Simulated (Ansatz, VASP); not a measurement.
Cd: VASP beside Ansatz

Contents of INCAR:

```
SYSTEM = Cd
PREC     = Accurate       ! precision mode
ENCUT    = 500            ! plane-wave cutoff, eV
EDIFF    = 1E-7           ! SCF threshold, eV
ISMEAR   = 0              ! smearing method
SIGMA    = 0.1            ! smearing width, eV
LREAL    = .FALSE.        ! projectors in reciprocal space
LASPH    = .TRUE.         ! aspherical terms in the spheres
NELM     = 120            ! most SCF steps
ALGO     = Normal         ! electronic algorithm
ISIF     = 3              ! what is computed and relaxed
LWAVE    = .FALSE.        ! write WAVECAR
LCHARG   = .FALSE.        ! write CHGCAR
GGA      = PS             ! functional
IBRION   = 2              ! ionic algorithm
NSW      = 80             ! ionic steps
EDIFFG   = -0.01          ! ionic threshold
GGA_COMPAT= .FALSE.      
NELMIN   = 4
```

KPOINTS

```
Automatic mesh
0
G
  16 16 16
  0 0 0
```

The input POSCAR:

```
Cd
1.0
   -1.8908159187      1.8908159187      1.8908159187
    1.8908159187     -1.8908159187      1.8908159187
    1.8908159187      1.8908159187     -1.8908159187
Cd
1
Direct
    0.0000000000      0.0000000000      0.0000000000
```

Input for Ansatz:

```yaml
crystal:
  lattice:
    - [-1.8908159187, 1.8908159187, 1.8908159187]
    - [1.8908159187, -1.8908159187, 1.8908159187]
    - [1.8908159187, 1.8908159187, -1.8908159187]
  atoms:
    - { symbol: Cd, position: [0.0, 0.0, 0.0] }
basis:
  ecutwfc: 420
kpoints:
  mp_grid: { grid: [16, 16, 16] }
hamiltonian:
  xc: pbesol
scf:
  occupations: { method: gaussian, width: 0.1 }
output:
  forces: true
  stress: true
  eigenvalues: true
relax:
  adjacent_minimum: "off"
  f_tol: 0.01
  max_steps: 60
  cell: { stress_tol: 0.1 }
```

Alike in both runs: task relaxation of cell and atoms; functional PBEsol; k mesh 16 × 16 × 16; occupations gaussian, width 0.1 eV; no spin polarisation.

|  | VASP | Ansatz |
| --- | --- | --- |
| version | VASP 6.6.1 | Ansatz 0.2.0 |
| potentials or method | VASP PAW PBE potentials, release 64 (Cd), cutoff 500 eV | scalar-relativistic, plane waves, PAW |
| valence electrons in the cell | 12 | 20 |

```tsv
	VASP	Ansatz	Ansatz less VASP
gap on the k mesh at the Fermi level, each at its own relaxed structure (eV)	none	none	-
relaxed volume (Å³/atom)	21.45	21.38	-0.068
relaxed cell length with the largest relative difference (Å)	3.031	3.028	-0.0032
```

VASP's potentials were made for PBE, not for PBEsol. A gap of «none» marks a metal or a gap that the smearing closes. VASP's potentials hold 12 valence electrons a cell and Ansatz's 20, so a difference there can come from the potentials and not from the codes.

Noted on VASP's run: the volume moved by over 15 % at a fixed basis, so the end points are rough.
